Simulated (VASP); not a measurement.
# CdS (P6_3mc) in VASP: further runs, part 2 of 2

VASP 6.6.1. Earlier steps stand in the parts before.

## Step 3: Single point, PBE (uniaxial z strain -3.0%)

INCAR reads:

```
ALGO = Normal
EDIFF = 1E-6
ENCUT = 520
GGA = PE
ISIF = 2
ISMEAR = 0
LASPH = True
LCHARG = True
LELF = True
LREAL = False
LVHAR = True
LWAVE = False
NBANDS = 26
NELM = 80
PREC = Accurate
SIGMA = 0.01
```

KPOINTS reads:

```
k-points
0
Gamma
  6 6 2
```

POSCAR reads:

```
CdS
1.0
    4.1646012827      0.0000000000      0.0000000000
   -2.0823006414      3.6066505075      0.0000000000
    0.0000000000      0.0000000000      6.5630301753
Cd S
2 2
Direct
    0.3333333333      0.6666666667     -0.0048880970
    0.6666666667      0.3333333333      0.4951119030
    0.3333333333      0.6666666667      0.3798880970
    0.6666666667      0.3333333333      0.8798880970
```

Potentials or basis: VASP PAW PBE potentials, release 64 (Cd, S).

Started as:

```bash
> cat potpaw_PBE.64/Cd/POTCAR potpaw_PBE.64/S/POTCAR > POTCAR
> mpirun -np 1 vasp_std > vasp.out
```

OUTCAR:

```text
EDIFF = 1E-6
   ENCUT = 520
   GGA = PE
   ISIF = 2
   ISMEAR = 0
   LASPH = True
   LREAL = False
   NELM = 80
   PREC = Accurate

 ion  position               nearest neighbor table
   1  0.333  0.667  0.995-   4 2.52   4 2.52   4 2.52   3 2.53
   2  0.667  0.333  0.495-   3 2.52   3 2.52   3 2.52   4 2.53
   3  0.333  0.667  0.380-   2 2.52   2 2.52   2 2.52   1 2.53
   4  0.667  0.333  0.880-   1 2.52   1 2.52   1 2.52   2 2.53

  LATTYP: Found a hexagonal cell.
 ALAT       =     4.1646012827
 C/A-ratio  =     1.5759084075

  Lattice vectors:

 A1 = (   4.1646012827,   0.0000000000,   0.0000000000)
 A2 = (  -2.0823006414,   3.6066505075,   0.0000000000)
 A3 = (   0.0000000000,   0.0000000000,   6.5630301753)

Analysis of symmetry for initial positions (statically):
=====================================================================
 Subroutine PRICEL returns:
 Original cell was already a primitive cell.

 Routine SETGRP: Setting up the symmetry group for a
 hexagonal supercell.

[... 158 lines left out ...]
  free energy    TOTEN  =       -12.22038112 eV

  energy without entropy =      -12.22038112  energy(sigma->0) =      -12.22038112

 E-fermi :   1.4418     XC(G=0):  -9.1728

 val. band max:        1.3740166287   @ k =   0.0000   0.0000   0.0000
 cond. band min:       2.6234007873   @ k =   0.0000   0.0000   0.0000
 fundamental gap:      1.2493841586
 Fermi energy:         1.4417820808

 k-point     1 :       0.0000    0.0000    0.0000
  band No.  band energies     occupation
      1     -11.0417      2.00000
      2     -10.5837      2.00000
      3      -6.3589      2.00000
      4      -6.3589      2.00000
      5      -6.3346      2.00000
      6      -6.2767      2.00000
[... 395 lines left out ...]
     25      10.7396      0.00000
     26      10.7407      0.00000

------------------------ aborting loop because EDIFF is reached ----------------------------------------

  FORCE on cell =-STRESS in cart. coord.  units (eV):
  Direction    XX          YY          ZZ          XY          YZ          ZX
  --------------------------------------------------------------------------------------
  -------------------------------------------------------------------------------------
  Total        1.9551468      1.9551468      2.7763870     -0.0000000      0.0000000      0.0000000
  in kB       31.7766471     31.7766471     45.1241146     -0.0000000      0.0000000      0.0000000
  external PRESSURE =      36.2258029 kB  Pullay stress =       0.0000000 kB

 VOLUME and BASIS-vectors are now :
 -----------------------------------------------------------------------------
  energy-cutoff  :      520.00
  volume of cell :       98.58
      direct lattice vectors                 reciprocal lattice vectors
     4.164601283  0.000000000  0.000000000     0.240119025  0.138632784  0.000000000
    -2.082300641  3.606650507  0.000000000     0.000000000  0.277265568  0.000000000
     0.000000000  0.000000000  6.563030175     0.000000000  0.000000000  0.152368643

 POSITION                                       TOTAL-FORCE (eV/Angst)
 -----------------------------------------------------------------------------------
     -0.00000      2.40443      6.53095        -0.000000      0.000000      0.004228
      2.08230      1.20222      3.24943         0.000000      0.000000      0.004228
     -0.00000      2.40443      2.49322         0.000000      0.000000     -0.004228
      2.08230      1.20222      5.77473        -0.000000     -0.000000     -0.004228
 -----------------------------------------------------------------------------------
    total drift:                               -0.000000     -0.000000     -0.000369

  FREE ENERGIE OF THE ION-ELECTRON SYSTEM (eV)
  ---------------------------------------------------
  free  energy   TOTEN  =       -12.2203811234 eV

  energy  without entropy=      -12.2203811234  energy(sigma->0) =      -12.22038112
```

stdout:

```text
POSCAR found type information on POSCAR CdS
 POSCAR found :  2 types and       4 ions
 scaLAPACK will be used
 LDA part: xc-table for (Slater+PW92), standard interpolation
 POSCAR, INCAR and KPOINTS ok, starting setup
 FFT: planning ... GRIDC
 FFT: planning ... GRID_SOFT
 FFT: planning ... GRID
 WAVECAR not read
 entering main loop
```

It took 17 s on 1 thread of Intel Xeon 6975P-C (Granite Rapids), shared host; peak memory 0.22 GiB.

What came out:

| Property | Result |
| --- | --- |
| Free energy | -12.2204 eV |
| Pressure | 3.6 GPa |
| Largest force | 0.004 eV/Å |
| Band gap on the k mesh | 1.25 eV |

Forces in eV/Å, atoms in the order of the input:
```
Cd   0.000  0.000  0.004
Cd   0.000  0.000  0.004
S    0.000  0.000 -0.004
S    0.000  0.000 -0.004
```

Stress tensor (GPa, compression positive):
```
3.18 0.00 0.00
0.00 3.18 0.00
0.00 0.00 4.51
```

Caveat: the k points lie up to 0.48 Å⁻¹ apart; the cell differs from its parent crystal (uniaxial z strain -3.0%).

## Step 4: Single point, PBE (uniaxial z strain -2.0%)

INCAR reads:

```
ALGO = Normal
EDIFF = 1E-7
ENCUT = 520
GGA = PE
ISIF = 2
ISMEAR = 0
LASPH = True
LCHARG = False
LREAL = False
LWAVE = False
NBANDS = 26
NELM = 100
PREC = Accurate
SIGMA = 0.01
```

KPOINTS is that of step 3.

POSCAR reads:

```
CdS
1.0
    4.1646012827      0.0000000000      0.0000000000
   -2.0823006414      3.6066505075      0.0000000000
    0.0000000000      0.0000000000      6.6306902802
Cd S
2 2
Direct
    0.3333333333      0.6666666667     -0.0034438646
    0.6666666667      0.3333333333      0.4965561354
    0.3333333333      0.6666666667      0.3784438646
    0.6666666667      0.3333333333      0.8784438646
```

Potentials or basis: VASP PAW PBE potentials, release 64 (Cd, S).

Started as:

```bash
> cat potpaw_PBE.64/Cd/POTCAR potpaw_PBE.64/S/POTCAR > POTCAR
> mpirun -np 1 vasp_std > vasp.out
```

OUTCAR:

```text
EDIFF = 1E-7
   ENCUT = 520
   GGA = PE
   ISIF = 2
   ISMEAR = 0
   LASPH = True
   LREAL = False
   NELM = 100
   PREC = Accurate

 ion  position               nearest neighbor table
   1  0.333  0.667  0.997-   4 2.53   4 2.53   4 2.53   3 2.53
   2  0.667  0.333  0.497-   3 2.53   3 2.53   3 2.53   4 2.53
   3  0.333  0.667  0.378-   2 2.53   2 2.53   2 2.53   1 2.53
   4  0.667  0.333  0.878-   1 2.53   1 2.53   1 2.53   2 2.53

  LATTYP: Found a hexagonal cell.
 ALAT       =     4.1646012827
 C/A-ratio  =     1.5921548859

  Lattice vectors:

 A1 = (   4.1646012827,   0.0000000000,   0.0000000000)
 A2 = (  -2.0823006414,   3.6066505075,   0.0000000000)
 A3 = (   0.0000000000,   0.0000000000,   6.6306902802)

Analysis of symmetry for initial positions (statically):
=====================================================================
 Subroutine PRICEL returns:
 Original cell was already a primitive cell.

 Routine SETGRP: Setting up the symmetry group for a
 hexagonal supercell.

[... 158 lines left out ...]
  free energy    TOTEN  =       -12.24636768 eV

  energy without entropy =      -12.24636768  energy(sigma->0) =      -12.24636768

 E-fermi :   1.3722     XC(G=0):  -9.1248

 val. band max:        1.2749657235   @ k =   0.0000   0.0000   0.0000
 cond. band min:       2.5098395705   @ k =   0.0000   0.0000   0.0000
 fundamental gap:      1.2348738469
 Fermi energy:         1.3721642041

 k-point     1 :       0.0000    0.0000    0.0000
  band No.  band energies     occupation
      1     -11.0680      2.00000
      2     -10.6264      2.00000
      3      -6.4090      2.00000
      4      -6.4090      2.00000
      5      -6.3967      2.00000
      6      -6.3271      2.00000
[... 395 lines left out ...]
     25      10.6367      0.00000
     26      10.6367      0.00000

------------------------ aborting loop because EDIFF is reached ----------------------------------------

  FORCE on cell =-STRESS in cart. coord.  units (eV):
  Direction    XX          YY          ZZ          XY          YZ          ZX
  --------------------------------------------------------------------------------------
  -------------------------------------------------------------------------------------
  Total        1.6398535      1.6398535      2.2364955     -0.0000000      0.0000000      0.0000000
  in kB       26.3802795     26.3802795     35.9784439     -0.0000000      0.0000000      0.0000000
  external PRESSURE =      29.5796677 kB  Pullay stress =       0.0000000 kB

 VOLUME and BASIS-vectors are now :
 -----------------------------------------------------------------------------
  energy-cutoff  :      520.00
  volume of cell :       99.59
      direct lattice vectors                 reciprocal lattice vectors
     4.164601283  0.000000000  0.000000000     0.240119025  0.138632784  0.000000000
    -2.082300641  3.606650507  0.000000000     0.000000000  0.277265568  0.000000000
     0.000000000  0.000000000  6.630690280     0.000000000  0.000000000  0.150813861

 POSITION                                       TOTAL-FORCE (eV/Angst)
 -----------------------------------------------------------------------------------
     -0.00000      2.40443      6.60786        -0.000000      0.000000      0.001532
      2.08230      1.20222      3.29251         0.000000     -0.000000      0.001532
     -0.00000      2.40443      2.50934         0.000000      0.000000     -0.001532
      2.08230      1.20222      5.82469        -0.000000      0.000000     -0.001532
 -----------------------------------------------------------------------------------
    total drift:                               -0.000000     -0.000000      0.000462

  FREE ENERGIE OF THE ION-ELECTRON SYSTEM (eV)
  ---------------------------------------------------
  free  energy   TOTEN  =       -12.2463676829 eV

  energy  without entropy=      -12.2463676829  energy(sigma->0) =      -12.24636768
```

OSZICAR:

```text
N       E                     dE             d eps       ncg     rms          rms(c)
DAV:   1     0.257595392532E+03    0.25760E+03   -0.17733E+04   728   0.127E+03
DAV:   2     0.122402514533E+01   -0.25637E+03   -0.24812E+03   786   0.326E+02
DAV:   3    -0.131771142163E+02   -0.14401E+02   -0.14311E+02   882   0.767E+01
DAV:   4    -0.133317701232E+02   -0.15466E+00   -0.15450E+00   810   0.768E+00
DAV:   5    -0.133341140785E+02   -0.23440E-02   -0.23438E-02   840   0.948E-01    0.114E+01
DAV:   6    -0.122705248646E+02    0.10636E+01   -0.18993E+00   956   0.142E+01    0.896E+00
DAV:   7    -0.122505379107E+02    0.19987E-01   -0.73723E-01   766   0.457E+00    0.399E+00
DAV:   8    -0.122471782440E+02    0.33597E-02   -0.89086E-02   778   0.297E+00    0.561E-01
DAV:   9    -0.122460195204E+02    0.11587E-02   -0.14602E-02   794   0.151E+00    0.164E-01
DAV:  10    -0.122462106090E+02   -0.19109E-03   -0.12179E-03   780   0.358E-01    0.114E-01
DAV:  11    -0.122463627043E+02   -0.15210E-03   -0.29445E-04   826   0.121E-01    0.860E-02
DAV:  12    -0.122463622554E+02    0.44892E-06   -0.15817E-04   756   0.992E-02    0.154E-02
DAV:  13    -0.122463672549E+02   -0.49996E-05   -0.19518E-05   828   0.266E-02    0.514E-03
DAV:  14    -0.122463678455E+02   -0.59059E-06   -0.23222E-06   754   0.137E-02    0.637E-03
DAV:  15    -0.122463676187E+02    0.22681E-06   -0.55041E-07   828   0.450E-03    0.379E-03
DAV:  16    -0.122463676829E+02   -0.64219E-07   -0.27984E-08   494   0.915E-04
   1 F= -.12246368E+02 E0= -.12246368E+02  d E =-.731017E-45
```

stdout:

```text
POSCAR found type information on POSCAR CdS
 POSCAR found :  2 types and       4 ions
 scaLAPACK will be used
 LDA part: xc-table for (Slater+PW92), standard interpolation
 POSCAR, INCAR and KPOINTS ok, starting setup
 FFT: planning ... GRIDC
 FFT: planning ... GRID_SOFT
 FFT: planning ... GRID
 WAVECAR not read
 entering main loop
```

It took 21 s on 1 thread of Intel Xeon 6975P-C (Granite Rapids), shared host; peak memory 0.22 GiB.

What came out:

```yaml
Free_energy: -12.2464 eV
Pressure: 3.0 GPa
Band_gap_on_the_k_mesh: 1.23 eV
```

Levels at points of the mesh, in eV from the valence-band top:
```csv
k point,band 15,band 16,band 17,band 18,band 19,band 20,band 21,band 22
"(0.00, 0.00, 0.00)",-0.80,-0.02,-0.02,0.00,1.23,2.64,6.39,6.39
"(0.50, 0.00, 0.00)",-2.61,-1.93,-1.25,-0.78,3.75,3.79,5.20,6.53
"(0.00, 0.00, 0.50)",-0.42,-0.42,-0.42,-0.42,2.82,2.82,6.25,6.25
"(0.50, 0.00, 0.50)",-1.39,-1.39,-1.24,-1.24,3.54,3.54,5.37,5.37
```

Caveat: the k points lie up to 0.47 Å⁻¹ apart; the cell differs from its parent crystal (uniaxial z strain -2.0%).

## Step 5: Overview

```tsv
cell	gap on the mesh (eV)	pressure (GPa)
a = 4.165, b = 4.165, c = 6.495 Å, angles 90.0, 90.0, 120.0°, 4 atoms, uniaxial z strain -4.0%	1.27	4.3
a = 4.165, b = 4.165, c = 6.563 Å, angles 90.0, 90.0, 120.0°, 4 atoms, uniaxial z strain -3.0%	1.25	3.6
a = 4.165, b = 4.165, c = 6.631 Å, angles 90.0, 90.0, 120.0°, 4 atoms, uniaxial z strain -2.0%	1.23	3.0
```

Alike in all rows: task single point; level PBE; potentials or basis VASP PAW PBE potentials, release 64 (Cd, S); no spin polarisation; k mesh 6 × 6 × 2; cutoff (eV) 520; smearing gaussian 0.01 eV.

Caveats: all runs use coarse meshes.

Absolute energies hang on the potentials; compare differences alone.
